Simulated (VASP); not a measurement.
# Pd (Fm-3m) in VASP: further runs

Runs on Pd. Level: r2SCAN. Tasks: single point.

Everything below comes from runs of VASP 6.6.1. Logs are shortened: lines on timing, memory, paths and dates and some standing lists are left out, and cuts for length are marked.

## Step 1: The cell of the first run

It takes space group Fm-3m (No. 225, cubic). The conventional cell has a = 3.907 Å, b = 3.907 Å, c = 3.907 Å, α = 90.00°, β = 90.00°, γ = 90.00°. Within 3.6 Å of Pd (site symmetry m-3m) lie 12 Pd at 2.76 Å.

## Step 2: Single point, r2SCAN

POSCAR reads:

```
Pd
1.0
    0.0000000000      1.9536476727      1.9536476727
    1.9536476727      0.0000000000      1.9536476727
    1.9536476727      1.9536476727      0.0000000000
Pd
1
Direct
    0.0000000000      0.0000000000      0.0000000000
```

INCAR.step1 reads:

```
SYSTEM = Pd
PREC = Accurate ; ENCUT = 550
ISMEAR = 0 ; SIGMA = 0.1
LREAL = .FALSE. ; LASPH = .TRUE.
NELM = 120 ; NBANDS = 11
GGA = PE ; ALGO = Normal
EDIFF = 1E-5 ; LWAVE = .TRUE.
LCHARG = .FALSE. ; GGA_COMPAT = .FALSE.
```

INCAR.step2 reads:

```
SYSTEM = Pd
PREC = Accurate ; ENCUT = 550
EDIFF = 1E-6 ; ISMEAR = 0
SIGMA = 0.1 ; LREAL = .FALSE.
LASPH = .TRUE. ; NELM = 120
ALGO = Normal ; ISIF = 2
LWAVE = .FALSE. ; LCHARG = .TRUE.
METAGGA = R2SCAN ; LMIXTAU = .TRUE.
LELF = .TRUE. ; LVHAR = .TRUE.
NBANDS = 11 ; ISTART = 1
GGA_COMPAT = .FALSE.
```

KPOINTS reads:

```
Automatic mesh
0
G
  18 18 18
  0 0 0
```

Potentials or basis: VASP PAW PBE potentials, release 64 (Pd).

Command:

```sh
> cat potpaw_PBE.64/Pd/POTCAR > POTCAR
> cp INCAR.step1 INCAR
> mpirun -np 1 vasp_std > vasp.out
> cp INCAR.step2 INCAR
> mpirun -np 1 vasp_std > vasp.out
```

OUTCAR:

```text
SYSTEM = Pd
   PREC = Accurate
   ENCUT = 550
   EDIFF = 1E-6
   ISMEAR = 0
   LREAL = .FALSE.
   LASPH = .TRUE.
   NELM = 120
   ISIF = 2
   METAGGA = R2SCAN
   ISTART = 1

 ion  position               nearest neighbor table
   1  0.000  0.000  0.000-

  LATTYP: Found a face centered cubic cell.
 ALAT       =     3.9072953454

  Lattice vectors:

 A1 = (   0.0000000000,   1.9536476727,   1.9536476727)
 A2 = (   1.9536476727,   0.0000000000,   1.9536476727)
 A3 = (   1.9536476727,   1.9536476727,   0.0000000000)

Analysis of symmetry for initial positions (statically):
=====================================================================
 Subroutine PRICEL returns:
 Original cell was already a primitive cell.

 Routine SETGRP: Setting up the symmetry group for a
 face centered cubic supercell.

 Subroutine GETGRP returns: Found 48 space group operations
 (whereof 48 operations were pure point group operations)
 out of a pool of 48 trial point group operations.

The static configuration has the point symmetry O_h .

Analysis of symmetry for dynamics (positions and initial velocities):
=====================================================================
 Subroutine PRICEL returns:
 Original cell was already a primitive cell.

 Routine SETGRP: Setting up the symmetry group for a
 face centered cubic supercell.

 Subroutine GETGRP returns: Found 48 space group operations
 (whereof 48 operations were pure point group operations)
 out of a pool of 48 trial point group operations.

The dynamic configuration has the point symmetry O_h .

 Subroutine INISYM returns: Found 48 space group operations
 (whereof 48 operations are pure point group operations),
 and found     1 'primitive' translations

----------------------------------------------------------------------------------------

                                     Primitive cell

  volume of cell :      14.9131

  direct lattice vectors                    reciprocal lattice vectors
     0.000000000  1.953647673  1.953647673    -0.255931511  0.255931511  0.255931511
     1.953647673  0.000000000  1.953647673     0.255931511 -0.255931511  0.255931511
     1.953647673  1.953647673  0.000000000     0.255931511  0.255931511 -0.255931511

  length of vectors
     2.762875035  2.762875035  2.762875035     0.443286380  0.443286380  0.443286380

  position of ions in fractional coordinates (direct lattice)
     0.000000000  0.000000000  0.000000000

  ion indices of the primitive-cell ions
   primitive index   ion index
                 1           1

----------------------------------------------------------------------------------------

 KPOINTS: Automatic mesh

Automatic generation of k-mesh.
 Grid dimensions read from file:
 generate k-points for:   18   18   18

 Generating k-lattice:

  Cartesian coordinates                     Fractional coordinates (reciprocal lattice)
    -0.014218417  0.014218417  0.014218417     0.055555556  0.000000000  0.000000000
     0.014218417 -0.014218417  0.014218417     0.000000000  0.055555556  0.000000000
     0.014218417  0.014218417 -0.014218417     0.000000000  0.000000000  0.055555556

  Length of vectors
     0.024627021  0.024627021  0.024627021

  Shift w.r.t. Gamma in fractional coordinates (k-lattice)
     0.000000000  0.000000000  0.000000000

 Subroutine IBZKPT returns following result:
 ===========================================

 Found    195 irreducible k-points:

 Following reciprocal coordinates:
            Coordinates               Weight
  0.000000  0.000000  0.000000      1.000000
  0.055556  0.000000  0.000000      8.000000
  0.111111  0.000000  0.000000      8.000000
  0.166667  0.000000  0.000000      8.000000
  0.222222  0.000000  0.000000      8.000000
  0.277778  0.000000  0.000000      8.000000
[... 16 lines left out ...]
 -0.277778  0.055556  0.000000     24.000000
 -0.222222  0.055556  0.000000     24.000000
 [... further k-points ...]
   k-points           NKPTS =    195   k-points in BZ     NKDIM =    195   number of bands    NBANDS=     11
   number of dos      NEDOS =    301   number of ions     NIONS =      1
   total plane-waves  NPLWV =  13824
   dimension x,y,z NGX =    24 NGY =   24 NGZ =   24
   dimension x,y,z NGXF=    48 NGYF=   48 NGZF=   48
   ions per type =               1
   NGX,Y,Z   is equivalent  to a cutoff of  14.44, 14.44, 14.44 a.u.
   NGXF,Y,Z  is equivalent  to a cutoff of  28.88, 28.88, 28.88 a.u.
 SYSTEM =  Pd
   PREC   = accura    normal or accurate (medium, high low for compatibility)
   ISTART =      1    job   : 0-new  1-cont  2-samecut
   ICHARG =      0    charge: 1-file 2-atom 10-const
   ISPIN  =      1    spin polarized calculation?
   LNONCOLLINEAR =      F non collinear calculations
   LSORBIT =      F    spin-orbit coupling
   LASPH  =      T    aspherical Exc in radial PAW
   ENCUT  =  550.0 eV  40.42 Ry    6.36 a.u.   5.28  5.28  5.28*2*pi/ulx,y,z
   NELM   =    120;   NELMIN=  2; NELMDL=  0     # of ELM steps
   EDIFF  = 0.1E-05   stopping-criterion for ELM
   LREAL  =      F    real-space projection
   EDIFFG = 0.1E-04   stopping-criterion for IOM
   NSW    =      0    number of steps for IOM
   IBRION =     -1    ionic relax: 0-MD 1-quasi-New 2-CG
   NFREE  =      0    steps in history (QN), initial steepest desc. (CG)
   ISIF   =      2    stress and relaxation
   ISYM   =      2    0-nonsym 1-usesym 2-fastsym
   POTIM  = 0.5000    time-step for ionic-motion
   TEBEG  =    0.0;   TEEND  =   0.0 temperature during run
   PSTRESS=    0.0 pullay stress
   NELECT =      10.0000    total number of electrons
   NUPDOWN=      -1.0000    fix difference up-down
   EMIN   =  10.00;   EMAX   =-10.00  energy-range for DOS
   EFERMI =   0.00;   METHOD = LEGACY
   ISMEAR =     0;   SIGMA  =   0.10  broadening in eV -4-tet -1-fermi 0-gaus
   EFERMI_NEDOS =   21; number of points for ismear=-14 and -15
   IALGO  =     38    algorithm
   IMIX   =      4    mixing-type and parameters
     AMIX     =   0.40;   BMIX     =  1.00
     AMIX_MAG =   1.60;   BMIX_MAG =  1.00
  volume/ion in A,a.u.               =      14.91       100.64
  Fermi-wavevector in a.u.,A,eV,Ry     =   1.432909  2.707805 27.935863  2.053228
  Thomas-Fermi vector in A             =   2.552485
   LORBIT       =      0    0 simple, 1 ext, 2 COOP (PROOUT), +10 PAW based schemes
   METAGGA = R2SCAN    functional components
   LHFCALC =     F    Hartree Fock is set to
   AEXX    =    0.0000 exact exchange contribution
   IVDW    =     0    specifies the selected vdW correction
   LEPSILON=     F    determine dielectric tensor
   LRPA    =     F    only Hartree local field effects (RPA)
 non-spin polarized calculation
 Gauss-broadening in eV      SIGMA  =   0.10
  energy-cutoff  :      550.00
  volume of cell :       14.91
 maximum number of plane-waves:       448
 NGX is ok and might be reduce to    24
   NGX = 11   NGY = 11   NGZ = 11

 number of electron       9.9999998 magnetization

 Free energy of the ion-electron system (eV)
  ---------------------------------------------------
  ext. energy  EPLUGINS =         0.00000000
  ---------------------------------------------------
  free energy    TOTEN  =       -22.95462986 eV

  energy without entropy =      -22.94368016  energy(sigma->0) =      -22.94915501

 E-fermi :   9.4236     XC(G=0): -14.0510

 val. band max:        9.4082266345   @ k =   0.5000   0.1111   0.0000
 cond. band min:       9.4315157812   @ k =  -0.4444   0.3889   0.1111
 fundamental gap:      0.0232891467
 Fermi energy:         9.4236287438

 k-point     1 :       0.0000    0.0000    0.0000
  band No.  band energies     occupation
      1       2.3223      2.00000
      2       6.5583      2.00000
      3       6.5583      2.00000
      4       6.5583      2.00000
      5       8.1393      2.00000
      6       8.1393      2.00000
      7      27.4422      0.00000
      8      31.9176      0.00000
      9      32.3660      0.00000
     10      32.3660      0.00000
     11      32.3660      0.00000

 k-point     2 :       0.0556    0.0000    0.0000
  band No.  band energies     occupation
      1       2.4377      2.00000
      2       6.5178      2.00000
      3       6.5982      2.00000
      4       6.5982      2.00000
      5       8.1204      2.00000
      6       8.1204      2.00000
      7      27.5596      0.00000
      8      31.5487      0.00000
      9      31.9562      0.00000
     10      32.4931      0.00000
     11      32.4931      0.00000

 k-point     3 :       0.1111    0.0000    0.0000
  band No.  band energies     occupation
      1       2.7706      2.00000
      2       6.4181      2.00000
      3       6.7021      2.00000
      4       6.7021      2.00000
      5       8.0817      2.00000
      6       8.0817      2.00000
      7      27.8090      0.00000
      8      29.9862      0.00000
      9      31.9391      0.00000
     10      32.8522      0.00000
     11      32.8522      0.00000

 k-point     4 :       0.1667    0.0000    0.0000
  band No.  band energies     occupation
      1       3.2692      2.00000
      2       6.3309      2.00000
      3       6.8162      2.00000
      4       6.8162      2.00000
      5       8.0803      2.00000
      6       8.0803      2.00000
      7      27.4113      0.00000
      8      28.8123      0.00000
      9      31.9348      0.00000
     10      33.3681      0.00000
     11      33.3681      0.00000
[... 239 lines left out ...]
 k-point    22 :      -0.3333    0.0556    0.0000
  band No.  band energies     occupation
      1       4.2962      2.00000
      2       6.6245      2.00000
      3       6.7051      2.00000
      4       7.8302      2.00000
      5       8.7029      2.00000
      6       9.4930      0.32631
      7      20.7368      0.00000
      8      27.6012      0.00000
      9      31.3780      0.00000
     10      31.9571      0.00000
     11      33.5559      0.00000

 k-point    23 :      -0.2778    0.0556    0.0000
  band No.  band energies     occupation
      1       4.2865      2.00000
      2       6.7100      2.00000
      3       6.8225      2.00000
      4       7.0112      2.00000
      5       8.3386      2.00000
      6       8.9673      2.00000
      7      22.8576      0.00000
      8      28.1019      0.00000
      9      31.8555      0.00000
     10      32.1079      0.00000
     11      35.0252      0.00000

 k-point    24 :      -0.2222    0.0556    0.0000
  band No.  band energies     occupation
      1       4.0433      2.00000
      2       6.3729      2.00000
      3       6.8817      2.00000
      4       6.9103      2.00000
      5       8.0379      2.00000
      6       8.5765      2.00000
      7      24.9896      0.00000
      8      28.5062      0.00000
      9      31.9181      0.00000
     10      32.5107      0.00000
     11      35.0706      0.00000

 [... further k-points ...]
[... 5 lines left out ...]
  --------------------------------------------------------------------------------------
  -------------------------------------------------------------------------------------
  Total        0.0598251      0.0598251      0.0598251      0.0000000      0.0000000      0.0000000
  in kB        6.4272553      6.4272553      6.4272553      0.0000000      0.0000000      0.0000000
  external PRESSURE =       6.4272553 kB  Pullay stress =       0.0000000 kB

 VOLUME and BASIS-vectors are now :
 -----------------------------------------------------------------------------
  energy-cutoff  :      550.00
  volume of cell :       14.91
      direct lattice vectors                 reciprocal lattice vectors
     0.000000000  1.953647673  1.953647673    -0.255931511  0.255931511  0.255931511
     1.953647673  0.000000000  1.953647673     0.255931511 -0.255931511  0.255931511
     1.953647673  1.953647673  0.000000000     0.255931511  0.255931511 -0.255931511

 POSITION                                       TOTAL-FORCE (eV/Angst)
 -----------------------------------------------------------------------------------
      0.00000      0.00000      0.00000         0.000000     -0.000000     -0.000000
 -----------------------------------------------------------------------------------
    total drift:                               -0.000000      0.000000     -0.000000

  FREE ENERGIE OF THE ION-ELECTRON SYSTEM (eV)
  ---------------------------------------------------
  free  energy   TOTEN  =       -22.9546298647 eV

  energy  without entropy=      -22.9436801568  energy(sigma->0) =      -22.94915501
```

Wall time 2.2 min (1 thread of Intel Xeon 8259CL, shared host); peak memory 0.17 GiB.

Results:

| Property | Result |
| --- | --- |
| Free energy | -22.9546 eV |
| Pressure | 0.6 GPa |
| Band gap on the k mesh | zero (band 5 reaches 9.73 eV, above the bottom of band 6 at 8.08 eV) |

Caveat: the PAW data sets were made with another functional, which shifts forces and pressure a little.

## Step 3: Single point, r2SCAN

POSCAR is that of step 2.

INCAR.step1 reads:

```
  ALGO = Normal
  EDIFF = 1E-5
  ENCUT = 550
  GGA = PE
  GGA_COMPAT = False
  ISMEAR = 0
  LASPH = True
  LCHARG = False
  LREAL = False
  LWAVE = True
  NBANDS = 11
  NELM = 120
  PREC = Accurate
  SIGMA = 0.1
```

INCAR.step2 reads:

```
  ALGO = Normal
  EDIFF = 1E-6
  ENCUT = 550
  GGA_COMPAT = False
  ISIF = 2
  ISMEAR = 0
  ISTART = 1
  LASPH = True
  LCHARG = False
  LMIXTAU = True
  LREAL = False
  LWAVE = False
  METAGGA = R2SCAN
  NBANDS = 11
  NELM = 120
  PREC = Accurate
  SIGMA = 0.1
```

KPOINTS reads:

```
k-points
0
Gamma
  18 18 18
```

Potentials or basis: VASP PAW PBE potentials, release 64 (Pd).

Command:

```sh
> cat potpaw_PBE.64/Pd/POTCAR > POTCAR
> cp INCAR.step1 INCAR
> mpirun -np 1 vasp_std > vasp.out
> cp INCAR.step2 INCAR
> mpirun -np 1 vasp_std > vasp.out
```

Wall time 1.8 min (1 thread of Intel Xeon 8259CL, shared host); peak memory 0.17 GiB.

Results (log left out):

- Free energy: -22.9546 eV
- Pressure: 0.6 GPa
- Band gap on the k mesh: zero (band 5 reaches 9.73 eV, above the bottom of band 6 at 8.08 eV)

Levels at points of the mesh, in eV from the Fermi level:
| k point | band 2 | band 3 | band 4 | band 5 | band 6 | band 7 | band 8 | band 9 |
| --- | --- | --- | --- | --- | --- | --- | --- | --- |
| (0.00, 0.00, 0.00) | -2.87 | -2.87 | -2.87 | -1.28 | -1.28 | 18.02 | 22.49 | 22.94 |
| (0.50, 0.00, 0.00) | -2.94 | -2.94 | -0.04 | -0.04 | 1.31 | 7.62 | 17.41 | 22.02 |
| (0.50, 0.50, 0.00) | -5.17 | -0.10 | 0.30 | 0.30 | 3.66 | 11.20 | 13.87 | 13.87 |

Caveat: the PAW data sets were made with another functional, which shifts forces and pressure a little.
